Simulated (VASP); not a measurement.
# AlP (F-43m) in VASP: dielectric tensor with r2SCAN

Aim: the dielectric tensor of AlP with r2SCAN.

Everything below comes from runs of VASP 6.6.1. Logs are shortened: lines on timing, memory, paths and dates and some standing lists are left out, and cuts for length are marked.

## 1. The cell of the first run

It takes space group F-43m (No. 216, cubic). Conventional cell: a = 5.479 Å, b = 5.479 Å, c = 5.479 Å, α = 90.00°, β = 90.00°, γ = 90.00°. Al (site symmetry -43m) has 4 P at 2.37 Å within 3.1 Å. P (site symmetry -43m) has 4 Al at 2.37 Å within 3.1 Å.

## 2. Dielectric tensor, r2SCAN

File INCAR:

```
PREC = Accurate
ENCUT = 440
EDIFF = 1E-8
ISMEAR = 0
SIGMA = 0.01
LREAL = F
LASPH = T
NELM = 120
ALGO = Normal
ISIF = 2
LWAVE = F
LCHARG = F
METAGGA = R2SCAN
LMIXTAU = T
LCALCEPS = T
GGA_COMPAT = F
```

File KPOINTS:

```
regular mesh
0
Gamma
  6 6 6
```

File POSCAR:

```
AlP
1.0
    0.0000000000      2.7392572066      2.7392572066
    2.7392572066      0.0000000000      2.7392572066
    2.7392572066      2.7392572066      0.0000000000
Al P
1 1
Direct
    0.0000000000      0.0000000000      0.0000000000
    0.2500000000      0.2500000000      0.2500000000
```

Potentials or basis: VASP PAW PBE potentials, release 64 (Al, P).

Launch:

```sh
$ cat potpaw_PBE.64/Al/POTCAR potpaw_PBE.64/P/POTCAR > POTCAR
$ mpirun -np 1 vasp_std > vasp.out
```

OUTCAR:

```text
PREC = Accurate
   ENCUT = 440
   EDIFF = 1E-8
   ISMEAR = 0
   LREAL = F
   LASPH = T
   NELM = 120
   ISIF = 2
   METAGGA = R2SCAN

 ion  position               nearest neighbor table
   1  0.000  0.000  0.000-   2 2.37   2 2.37   2 2.37   2 2.37
   2  0.250  0.250  0.250-   1 2.37   1 2.37   1 2.37   1 2.37

  LATTYP: Found a face centered cubic cell.
 ALAT       =     5.4785144132

  Lattice vectors:

 A1 = (   0.0000000000,   2.7392572066,   2.7392572066)
 A2 = (   2.7392572066,   0.0000000000,   2.7392572066)
 A3 = (   2.7392572066,   2.7392572066,   0.0000000000)

Analysis of symmetry for initial positions (statically):
=====================================================================
 Subroutine PRICEL returns:
 Original cell was already a primitive cell.

 Routine SETGRP: Setting up the symmetry group for a
 face centered cubic supercell.

 Subroutine GETGRP returns: Found 24 space group operations
 (whereof 24 operations were pure point group operations)
 out of a pool of 48 trial point group operations.

The static configuration has the point symmetry T_d .

Analysis of symmetry for dynamics (positions and initial velocities):
=====================================================================
 Subroutine PRICEL returns:
 Original cell was already a primitive cell.

 Routine SETGRP: Setting up the symmetry group for a
 face centered cubic supercell.

 Subroutine GETGRP returns: Found 24 space group operations
 (whereof 24 operations were pure point group operations)
 out of a pool of 48 trial point group operations.

The dynamic configuration has the point symmetry T_d .

 Subroutine INISYM returns: Found 24 space group operations
 (whereof 24 operations are pure point group operations),
 and found     1 'primitive' translations

----------------------------------------------------------------------------------------

                                     Primitive cell

  volume of cell :      41.1082

  direct lattice vectors                    reciprocal lattice vectors
     0.000000000  2.739257207  2.739257207    -0.182531235  0.182531235  0.182531235
     2.739257207  0.000000000  2.739257207     0.182531235 -0.182531235  0.182531235
     2.739257207  2.739257207  0.000000000     0.182531235  0.182531235 -0.182531235

  length of vectors
     3.873894692  3.873894692  3.873894692     0.316153372  0.316153372  0.316153372

  position of ions in fractional coordinates (direct lattice)
     0.000000000  0.000000000  0.000000000
     0.250000000  0.250000000  0.250000000

  ion indices of the primitive-cell ions
   primitive index   ion index
                 1           1
                 2           2

----------------------------------------------------------------------------------------

 KPOINTS: regular mesh

Automatic generation of k-mesh.
 Grid dimensions read from file:
 generate k-points for:    6    6    6

 Generating k-lattice:

  Cartesian coordinates                     Fractional coordinates (reciprocal lattice)
    -0.030421872  0.030421872  0.030421872     0.166666667  0.000000000  0.000000000
     0.030421872 -0.030421872  0.030421872     0.000000000  0.166666667  0.000000000
     0.030421872  0.030421872 -0.030421872     0.000000000  0.000000000  0.166666667

  Length of vectors
     0.052692229  0.052692229  0.052692229

  Shift w.r.t. Gamma in fractional coordinates (k-lattice)
     0.000000000  0.000000000  0.000000000

 Subroutine IBZKPT returns following result:
 ===========================================

 Found     16 irreducible k-points:

 Following reciprocal coordinates:
            Coordinates               Weight
  0.000000  0.000000  0.000000      1.000000
  0.166667  0.000000  0.000000      8.000000
  0.333333  0.000000  0.000000      8.000000
  0.500000  0.000000  0.000000      4.000000
  0.166667  0.166667  0.000000      6.000000
  0.333333  0.166667  0.000000     24.000000
[... 8 lines left out ...]
 -0.333333  0.333333  0.166667     24.000000
 -0.333333  0.500000  0.166667     12.000000
   k-points           NKPTS =     16   k-points in BZ     NKDIM =     16   number of bands    NBANDS=      8
   number of dos      NEDOS =    301   number of ions     NIONS =      2
   total plane-waves  NPLWV =  21952
   dimension x,y,z NGX =    28 NGY =   28 NGZ =   28
   dimension x,y,z NGXF=    56 NGYF=   56 NGZF=   56
   ions per type =               1   1
   NGX,Y,Z   is equivalent  to a cutoff of  12.02, 12.02, 12.02 a.u.
   NGXF,Y,Z  is equivalent  to a cutoff of  24.03, 24.03, 24.03 a.u.
 SYSTEM =  unknown system
   PREC   = accura    normal or accurate (medium, high low for compatibility)
   ISTART =      0    job   : 0-new  1-cont  2-samecut
   ICHARG =      2    charge: 1-file 2-atom 10-const
   ISPIN  =      1    spin polarized calculation?
   LNONCOLLINEAR =      F non collinear calculations
   LSORBIT =      F    spin-orbit coupling
   LASPH  =      T    aspherical Exc in radial PAW
   ENCUT  =  440.0 eV  32.34 Ry    5.69 a.u.   6.63  6.63  6.63*2*pi/ulx,y,z
   NELM   =    120;   NELMIN=  2; NELMDL= -5     # of ELM steps
   EDIFF  = 0.1E-07   stopping-criterion for ELM
   LREAL  =      F    real-space projection
   EDIFFG = 0.1E-06   stopping-criterion for IOM
   NSW    =      0    number of steps for IOM
   IBRION =     -1    ionic relax: 0-MD 1-quasi-New 2-CG
   NFREE  =      0    steps in history (QN), initial steepest desc. (CG)
   ISIF   =      2    stress and relaxation
   ISYM   =      2    0-nonsym 1-usesym 2-fastsym
   POTIM  = 0.5000    time-step for ionic-motion
   TEBEG  =    0.0;   TEEND  =   0.0 temperature during run
   PSTRESS=    0.0 pullay stress
   NELECT =       8.0000    total number of electrons
   NUPDOWN=      -1.0000    fix difference up-down
   EMIN   =  10.00;   EMAX   =-10.00  energy-range for DOS
   EFERMI =   0.00;   METHOD = LEGACY
   ISMEAR =     0;   SIGMA  =   0.01  broadening in eV -4-tet -1-fermi 0-gaus
   EFERMI_NEDOS =   21; number of points for ismear=-14 and -15
   IALGO  =     38    algorithm
   IMIX   =      4    mixing-type and parameters
     AMIX     =   0.40;   BMIX     =  1.00
     AMIX_MAG =   1.60;   BMIX_MAG =  1.00
  volume/ion in A,a.u.               =      20.55       138.71
  Fermi-wavevector in a.u.,A,eV,Ry     =   0.948700  1.792782 12.245662  0.900031
  Thomas-Fermi vector in A             =   2.076913
   LORBIT       =      0    0 simple, 1 ext, 2 COOP (PROOUT), +10 PAW based schemes
   METAGGA = R2SCAN    functional components
   LHFCALC =     F    Hartree Fock is set to
   AEXX    =    0.0000 exact exchange contribution
   IVDW    =     0    specifies the selected vdW correction
   LEPSILON=     F    determine dielectric tensor
   LRPA    =     F    only Hartree local field effects (RPA)
   LRPA       =     F
 non-spin polarized calculation
 Gauss-broadening in eV      SIGMA  =   0.01
  energy-cutoff  :      440.00
  volume of cell :       41.11
 maximum number of plane-waves:       881
 NGX is ok and might be reduce to    28
   NGX = 13   NGY = 13   NGZ = 13

 number of electron       8.0000001 magnetization

 Free energy of the ion-electron system (eV)
  ---------------------------------------------------
  ext. energy  EPLUGINS =         0.00000000
  ---------------------------------------------------
  free energy    TOTEN  =       -17.20286023 eV

  energy without entropy =      -17.20286023  energy(sigma->0) =      -17.20286023

 E-fermi :   4.3956     XC(G=0):  -9.5891

 val. band max:        4.3185917491   @ k =   0.0000   0.0000   0.0000
 cond. band min:   10000.0000000000   @ k =   0.0000   0.0000   0.0000
 fundamental gap:   9995.6814082509
 Fermi energy:         4.3956417589

 k-point     1 :       0.0000    0.0000    0.0000
  band No.  band energies     occupation
      1      -7.6117      2.00000
      2       4.3175      2.00000
      3       4.3181      2.00000
      4       4.3186      2.00000
      5   10000.0000      0.00000
      6   10000.0000      0.00000
      7   10000.0000      0.00000
      8   10000.0000      0.00000

 k-point     2 :       0.1667    0.0000    0.0000
  band No.  band energies     occupation
      1      -7.2990      2.00000
      2       2.4486      2.00000
      3       4.0707      2.00000
      4       4.0714      2.00000
      5   10000.0000      0.00000
      6   10000.0000      0.00000
      7   10000.0000      0.00000
      8   10000.0000      0.00000

 k-point     3 :       0.3333    0.0000    0.0000
  band No.  band energies     occupation
      1      -6.4882      2.00000
      2      -0.0862      2.00000
      3       3.6878      2.00000
      4       3.6885      2.00000
      5   10000.0000      0.00000
      6   10000.0000      0.00000
      7   10000.0000      0.00000
      8   10000.0000      0.00000

 k-point     4 :       0.5000    0.0000    0.0000
  band No.  band energies     occupation
      1      -5.8914      2.00000
      2      -1.3096      2.00000
      3       3.5320      2.00000
      4       3.5327      2.00000
      5   10000.0000      0.00000
      6   10000.0000      0.00000
      7   10000.0000      0.00000
      8   10000.0000      0.00000

 k-point     5 :       0.1667    0.1667    0.0000
  band No.  band energies     occupation
      1      -7.1934      2.00000
      2       2.6409      2.00000
      3       3.5593      2.00000
      4       3.5602      2.00000
      5   10000.0000      0.00000
      6   10000.0000      0.00000
      7   10000.0000      0.00000
      8   10000.0000      0.00000
[... 177 lines left out ...]
 k-point    22 :      -0.5000   -0.5000   -0.5000
  band No.  band energies     occupation
      1      -5.8917      2.00000
      2      -1.3087      2.00000
      3       3.5317      2.00000
      4       3.5325      2.00000
      5   10000.0000      0.00000
      6   10000.0000      0.00000
      7   10000.0000      0.00000
      8   10000.0000      0.00000

 k-point    23 :       0.0000    0.1667    0.1667
  band No.  band energies     occupation
      1      -7.1934      2.00000
      2       2.6409      2.00000
      3       3.5598      2.00000
      4       3.5598      2.00000
      5   10000.0000      0.00000
      6   10000.0000      0.00000
      7   10000.0000      0.00000
      8   10000.0000      0.00000

 k-point    24 :       0.0000    0.3333    0.1667
  band No.  band energies     occupation
      1      -6.5352      2.00000
      2       0.6708      2.00000
      3       2.9762      2.00000
      4       3.1185      2.00000
      5   10000.0000      0.00000
      6   10000.0000      0.00000
      7   10000.0000      0.00000
      8   10000.0000      0.00000

 [... further k-points ...]

------------------------ aborting loop because EDIFF is reached ----------------------------------------

            Ionic dipole moment: p[ion]=(     6.84814     6.84814     6.84814 ) |e| Angst

 Total electronic dipole moment: p[elc]=(     0.01150     0.01150     0.02552 ) |e| Angst

 MACROSCOPIC STATIC DIELECTRIC TENSOR (including local field effects)
 ------------------------------------------------------
           7.178194     0.000000     0.000000
           0.000000     7.178194     0.000000
          -0.000000    -0.000000     7.178194
 ------------------------------------------------------

 PIEZOELECTRIC TENSOR (including local field effects) (e Angst)
          XX          YY          ZZ          XY          YZ          ZX
  --------------------------------------------------------------------------------
  x     0.00000    -0.00000    -0.00000     0.00000    -1.68339     0.00000
  y    -0.00000     0.00000    -0.00000     0.00000     0.00000    -1.68339
  z    -0.00000    -0.00000     0.00000    -1.68339     0.00000    -0.00000

 PIEZOELECTRIC TENSOR (including local field effects) (C/m^2)
          XX          YY          ZZ          XY          YZ          ZX
  --------------------------------------------------------------------------------
  x     0.00000    -0.00000    -0.00000     0.00000    -0.65609     0.00000
  y    -0.00000     0.00000    -0.00000     0.00000     0.00000    -0.65609
  z    -0.00000    -0.00000     0.00000    -0.65609     0.00000    -0.00000

 BORN EFFECTIVE CHARGES (including local field effects) (in |e|, cummulative output)
 ---------------------------------------------------------------------------------
 ion    1
    1     2.23060     0.00000    -0.00000
    2    -0.00000     2.23060    -0.00000
    3     0.00000     0.00000     2.23060
 ion    2
    1    -2.23060     0.00000     0.00000
    2     0.00000    -2.23060    -0.00000
    3    -0.00000    -0.00000    -2.23060

  FORCE on cell =-STRESS in cart. coord.  units (eV):
  Direction    XX          YY          ZZ          XY          YZ          ZX
  --------------------------------------------------------------------------------------
  -------------------------------------------------------------------------------------
  Total       -0.0697420     -0.0697420     -0.0697420     -0.0000000     -0.0000000      0.0000000
  in kB       -2.7181688     -2.7181688     -2.7181688     -0.0000000     -0.0000000      0.0000000
  external PRESSURE =      -2.7181688 kB  Pullay stress =       0.0000000 kB

 VOLUME and BASIS-vectors are now :
 -----------------------------------------------------------------------------
  energy-cutoff  :      440.00
  volume of cell :       41.11
      direct lattice vectors                 reciprocal lattice vectors
     0.000000000  2.739257207  2.739257207    -0.182531235  0.182531235  0.182531235
     2.739257207  0.000000000  2.739257207     0.182531235 -0.182531235  0.182531235
     2.739257207  2.739257207  0.000000000     0.182531235  0.182531235 -0.182531235

 POSITION                                       TOTAL-FORCE (eV/Angst)
 -----------------------------------------------------------------------------------
      0.00000      0.00000      0.00000         0.000000     -0.000000      0.000000
      1.36963      1.36963      1.36963        -0.000000      0.000000     -0.000000
 -----------------------------------------------------------------------------------
    total drift:                               -0.000000     -0.000000     -0.000000

  FREE ENERGIE OF THE ION-ELECTRON SYSTEM (eV)
  ---------------------------------------------------
  free  energy   TOTEN  =       -17.2028602261 eV

  energy  without entropy=      -17.2028602261  energy(sigma->0) =      -17.20286023
```

It took 13 min on 1 thread of Intel Xeon 6975P-C, shared host; peak memory 0.22 GiB.

Results:

| Quantity | Value |
| --- | --- |
| Band gap on the k mesh | 1.93 eV, indirect (least direct gap 3.91 eV) |
| Electronic dielectric tensor (diagonal) | 7.18 |
| Born charges (mean of the diagonal) | Al +2.23; P -2.23 e |

Levels at points of the mesh, in eV from the valence-band top:
| k point | band 2 | band 3 | band 4 | band 5 | band 6 | band 7 |
| --- | --- | --- | --- | --- | --- | --- |
| (0.00, 0.00, 0.00) | 0.00 | 0.00 | 0.00 | 3.91 | 4.96 | 4.96 |
| (0.50, 0.00, 0.00) | -5.63 | -0.79 | -0.79 | 3.29 | 5.22 | 5.22 |
| (0.50, 0.50, 0.00) | -5.40 | -2.16 | -2.16 | 1.93 | 2.85 | 11.90 |

Electronic dielectric tensor:
```
7.18 0.00 0.00
0.00 7.18 0.00
0.00 0.00 7.18
```

Born effective charge tensors (e):
atom 1, Al
```
2.23 0.00 0.00
0.00 2.23 0.00
0.00 0.00 2.23
```
atom 2, P
```
-2.23  0.00  0.00
 0.00 -2.23  0.00
 0.00  0.00 -2.23
```

Dipole moments of the cell (e·Å, modulo the quantum): ionic 6.848, 6.848, 6.848; electronic 0.011, 0.011, 0.026

Caveat: the PAW data sets were made with another functional, which shifts forces and pressure a little. A k mesh can miss the band edges.
